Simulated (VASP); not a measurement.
Write the native input for VASP 6.6.1 that does the following.

```yaml
Task: single point
Functional: PBE
Potentials_or_basis: VASP PAW PBE potentials, release 64 (O)
Cutoff: 520 eV
k_mesh: 1 × 1 × 1
Occupations: fermi-dirac, width 0.02 eV
Spin: collinear spin, ferromagnetic start
Starting_moments: "[0.56, 0.56, 0.56, 0.56, 0.56, 0.56, 0.56, 0.56, 0.56, 0.56, 0.56, 0.56] μB"
Dipole_correction: no
Further_INCAR_settings: ALGO = Normal; EDIFF = 1e-07; NBANDS = 52
```

The structure of O lies in POSCAR:

```
O
1.0
    7.1569970000      0.0000000000      0.0000000000
    0.0000000000      7.1569970000      0.0000000000
    0.0000000000      0.0000000000      7.1569970000
O
12
Direct
    0.0601928435      0.7081880850      0.5486798444
    0.1357412893      0.8279310443      0.4471009279
    0.6956129785      0.0060779682      0.5676962000
    0.7469333856      0.1592986556      0.5116810864
    0.2749896360      0.5327653484      0.0344138750
    0.1522985129      0.6508735438      0.0164454449
    0.6061620537      0.6145314858      0.7682412051
    0.5081880012      0.5470730252      0.6409671542
    0.1369848276      0.2104653670      0.7321785939
    0.2255694672      0.0790415310      0.7883194586
    0.8061900822      0.8799221238      0.1348750041
    0.7668719157      0.9013976113     -0.0285454919
```

These files were run (other wordings do the same):

INCAR

```
PREC = Accurate
ENCUT = 520
EDIFF = 1E-7
ISMEAR = -1
SIGMA = 0.02
LREAL = F
LASPH = T
NELM = 150
ALGO = Normal
ISIF = 2
LWAVE = F
LCHARG = F
ISPIN = 2
MAGMOM = 0.56 0.56 0.56 0.56 0.56 0.56 0.56 0.56 0.56 0.56 0.56 0.56
LORBIT = 11
GGA = PE
NBANDS = 52
```

KPOINTS

```
regular mesh
0
Gamma
  1 1 1
```

Potentials or basis: VASP PAW PBE potentials, release 64 (O).

Launch:

```sh
$ cat potpaw_PBE.64/O/POTCAR > POTCAR
$ mpirun -np 1 vasp_gam > vasp.out
```

It gave:

```json
{"Pressure": "0.6 GPa", "Largest force": "2.401 eV/Å", "Band gap on the k mesh": "1.81 eV", "Net moment": "12.00 μB per cell", "Site moments": "O +0.81, +0.82 μB", "Valence electrons inside the program's atomic spheres": "O 4.87, 4.90, 4.93, 4.92"}
```

Caveat: the k points lie up to 0.88 Å⁻¹ apart; the standard files for N, O and F lose accuracy on very short bonds.

Wall time 82 s on 1 thread of Intel(R) Xeon(R) Platinum 8259CL CPU @ 2.50GHz (Skylake/Cascade Lake), with other jobs on the host, peak memory 0.47 GiB.
